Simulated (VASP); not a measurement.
**Be3CCl2: relaxation of cell and atoms with PBE**

Be3CCl2:

```
CELL_PARAMETERS angstrom
3.10459 0.00000 0.00000
-1.55229 2.68865 0.00000
0.00000 0.00000 10.89628
ATOMIC_POSITIONS crystal
Be 0.33333 0.66667 0.96105
Be 0.66667 0.33333 0.03895
Be 0.00000 0.00000 0.50000
C 0.00000 0.00000 0.00000
Cl 0.33333 0.66667 0.38191
Cl 0.66667 0.33333 0.61809
```

* Program: VASP 6.6.1
* Task: relaxation of cell and atoms
* Functional: PBE
* Potentials or basis: VASP PAW PBE potentials, release 64 (Be, C, Cl)
* Cutoff: 600 eV
* k mesh: 12 × 12 × 4
* Occupations: gaussian, width 0.02 eV
* Spin: no spin polarisation
* Dipole correction: no
* Further INCAR settings: ALGO = Normal; EDIFF = 1e-06; IBRION = 2; EDIFFG = -0.01; NSW = 100; ISIF = 3

| Property | Result |
| --- | --- |
| Relaxed volume | 15.60 Å³/atom |
| Relaxed cell | a = 3.103 Å, b = 3.103 Å, c = 11.226 Å, α = 90.00°, β = 90.00°, γ = 120.00° |
| Space group after relaxing (to 0.05 Å) | P-3m1 (No. 164) |
| Energy gained by relaxing | 0.2 meV/atom |
| Ionic steps | 15 |
| Pressure after relaxing | 0.0 GPa |
| Largest force after relaxing | 0.009 eV/Å |
| Band gap on the k mesh | 2.29 eV, indirect (least direct gap 2.41 eV) |

Forces in eV/Å, atoms in the order of the input:
```
Be   0.000  0.000 -0.004
Be   0.000  0.000  0.004
Be   0.000  0.000  0.000
C    0.000  0.000  0.000
Cl   0.000  0.000  0.009
Cl   0.000  0.000 -0.009
```

Stress tensor (GPa, compression positive):
```
 0.07  0.00  0.00
 0.00  0.07  0.00
 0.00  0.00 -0.03
```

The path:
| step | energy change (eV) | largest force (eV/Å) | pressure (GPa) | volume (Å³) |
| --- | --- | --- | --- | --- |
| 1 | 0.0000 | 0.0087 | 0.03 | 90.95 |
| 2 | -0.0001 | 0.0112 | 0.02 | 90.99 |
| 3 | -0.0001 | 0.0269 | 0.01 | 91.06 |
| 4 | -0.0002 | 0.0231 | 0.03 | 91.09 |
| 5 | -0.0003 | 0.0145 | 0.07 | 91.21 |
| 6 | -0.0003 | 0.0296 | 0.16 | 91.43 |
| 7 | -0.0004 | 0.0306 | 0.14 | 91.47 |
| 8 | -0.0005 | 0.0343 | 0.11 | 91.60 |
| 9 | -0.0006 | 0.0415 | 0.05 | 91.87 |
| 10 | -0.0007 | 0.0559 | -0.06 | 92.40 |
| 11 | -0.0008 | 0.0483 | -0.05 | 92.56 |
| 12 | -0.0012 | 0.0258 | -0.01 | 93.01 |
| 13 | -0.0014 | 0.0194 | 0.08 | 93.93 |
| 14 | -0.0014 | 0.0112 | 0.06 | 93.73 |
| 15 | -0.0014 | 0.0092 | 0.04 | 93.61 |

Final structure:
```
Be C Cl
1.0
     3.10305    0.00000    0.00000
    -1.55152    2.68732    0.00000
     0.00000    0.00000   11.22595
Be C Cl
3 1 2
Direct
  0.33333 0.66667 0.96210
  0.66667 0.33333 0.03790
  0.00000 0.00000 0.50000
  0.00000 0.00000 0.00000
  0.33333 0.66667 0.38526
  0.66667 0.33333 0.61474
```

Levels at points of the mesh, in eV from the valence-band top:
| k point | band 9 | band 10 | band 11 | band 12 | band 13 | band 14 | band 15 | band 16 |
| --- | --- | --- | --- | --- | --- | --- | --- | --- |
| (0.00, 0.00, 0.00) | -2.80 | -2.80 | -0.08 | -0.08 | 2.33 | 4.26 | 4.92 | 4.92 |
| (0.50, 0.00, 0.00) | -3.98 | -3.34 | -2.83 | -0.52 | 2.29 | 3.18 | 4.55 | 5.27 |
| (0.00, 0.00, 0.50) | -2.80 | -2.80 | -0.08 | -0.08 | 2.71 | 4.27 | 4.32 | 4.92 |
| (0.50, 0.00, 0.50) | -3.98 | -3.34 | -2.83 | -0.52 | 2.38 | 3.05 | 4.64 | 5.01 |

Wall time 20 min on 1 thread of Intel Xeon 6975P-C, with other jobs on the host, peak memory 0.34 GiB.

A k mesh can miss the band edges. Expect the measured gap to be larger: semilocal functionals such as PBE lack the derivative discontinuity.
